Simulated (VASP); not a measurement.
Input of a VASP 6.6.1 run:

INCAR

```
PREC     = Accurate       # precision mode
ENCUT    = 500            # plane-wave cutoff, eV
EDIFF    = 1E-6           # SCF threshold, eV
ISMEAR   = 0              # smearing method
SIGMA    = 0.01           # smearing width, eV
LREAL    = F              # projectors in reciprocal space
LASPH    = T              # aspherical terms in the spheres
NELM     = 120            # most SCF steps
ALGO     = Normal         # electronic algorithm
ISIF     = 2              # what is computed and relaxed
LWAVE    = F              # write WAVECAR
LCHARG   = F              # write CHGCAR
GGA      = PE             # functional
NBANDS   = 14             # bands
GGA_COMPAT= F
```

The input KPOINTS:

```
regular mesh
0
Gamma
  3 3 3
```

File POSCAR:

```
NaI
1.0
    0.0000000000      2.7253065100      2.7253065100
    2.7253065100      0.0000000000      2.7253065100
    2.7253065100      2.7253065100      0.0000000000
Na I
1 1
Direct
    0.0000000000      0.0000000000      0.0000000000
    0.5000000000      0.5000000000      0.5000000000
```

Potentials or basis: VASP PAW PBE potentials, release 64 (Na_pv, I).

Launch:

```bash
$ cat potpaw_PBE.64/Na_pv/POTCAR potpaw_PBE.64/I/POTCAR > POTCAR
$ mpirun -np 1 vasp_std > vasp.out
```

(1) Estimate the pressure.

(2) What does it give for the band gap on the k mesh?

Results:

(1) 31.5 GPa.

(2) 4.35 eV, indirect (least direct gap 5.81 eV).

Caveat: the k points lie up to 0.67 Å⁻¹ apart; spin-orbit coupling is left out, which moves the levels of the heavy elements.
